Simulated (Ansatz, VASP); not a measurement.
# AlB2Sb3 in VASP and in Ansatz

Contents of INCAR:

```
SYSTEM = AlB2Sb3
PREC = Accurate
ENCUT = 600
EDIFF = 1E-6
ISMEAR = 0
SIGMA = 0.1
LREAL = .FALSE.
LASPH = .TRUE.
NELM = 100
ALGO = Normal
ISIF = 3
LWAVE = .FALSE.
LCHARG = .FALSE.
GGA = PE
IBRION = 2
NSW = 90
EDIFFG = -0.04
```

File KPOINTS:

```
Automatic mesh
0
G
  3 3 6
  0 0 0
```

Contents of POSCAR:

```
AlB2Sb3
1.0
    6.5246941745      0.0000000000      0.0000000000
   -3.2623470872      5.6505509070      0.0000000000
    0.0000000000      0.0000000000      3.3224592610
Al B Sb
1 2 3
Direct
    0.0000000000      0.0000000000      0.0000000000
    0.3333333333      0.6666666667      0.5000000000
    0.6666666667      0.3333333333      0.5000000000
    0.5000000000      0.0000000000      0.0000000000
    0.0000000000      0.5000000000      0.0000000000
    0.5000000000      0.5000000000      0.0000000000
```

Input for Ansatz:

```yaml
crystal:
  lattice:
    - [6.5246941745, 0.0, 0.0]
    - [-3.2623470872, 5.650550907, 0.0]
    - [0.0, 0.0, 3.322459261]
  atoms:
    - { symbol: Al, position: [0.0, 0.0, 0.0] }
    - { symbol: B, position: [0.3333333333, 0.6666666667, 0.5] }
    - { symbol: B, position: [0.6666666667, 0.3333333333, 0.5] }
    - { symbol: Sb, position: [0.5, 0.0, 0.0] }
    - { symbol: Sb, position: [0.0, 0.5, 0.0] }
    - { symbol: Sb, position: [0.5, 0.5, 0.0] }
basis:
  ecutwfc: 420
kpoints:
  mp_grid: { grid: [3, 3, 6] }
hamiltonian:
  xc: pbe
scf:
  occupations: { method: gaussian, width: 0.1 }
  lower_state_search: "off"
output:
  forces: true
  stress: true
  eigenvalues: true
relax:
  adjacent_minimum: "off"
  f_tol: 0.04
  max_steps: 70
  cell: { stress_tol: 0.4 }
```

Alike in both runs: task relaxation of cell and atoms; functional PBE; k mesh 3 × 3 × 6; occupations gaussian, width 0.1 eV; no spin polarisation.

|  | VASP | Ansatz |
| --- | --- | --- |
| version | VASP 6.6.1 | Ansatz 0.2.0 |
| potentials or method | VASP PAW PBE potentials, release 64 (Al, B, Sb), cutoff 600 eV | scalar-relativistic, plane waves, PAW |
| valence electrons in the cell | 24 | 54 |

```tsv
	VASP	Ansatz	Ansatz less VASP
gap on the k mesh at the Fermi level, each at its own relaxed structure (eV)	none	none	-
relaxed volume (Å³/atom)	20.22	20.24	+0.013
relaxed cell length with the largest relative difference (Å)	3.220	3.225	+0.0046
```

A gap of «none» marks a metal or a gap that the smearing closes. VASP's potentials hold 24 valence electrons a cell and Ansatz's 54, so a difference there can come from the potentials and not from the codes.

The k mesh is coarse, so the values compare programs but aren't converged. Neither program's run includes spin-orbit coupling.
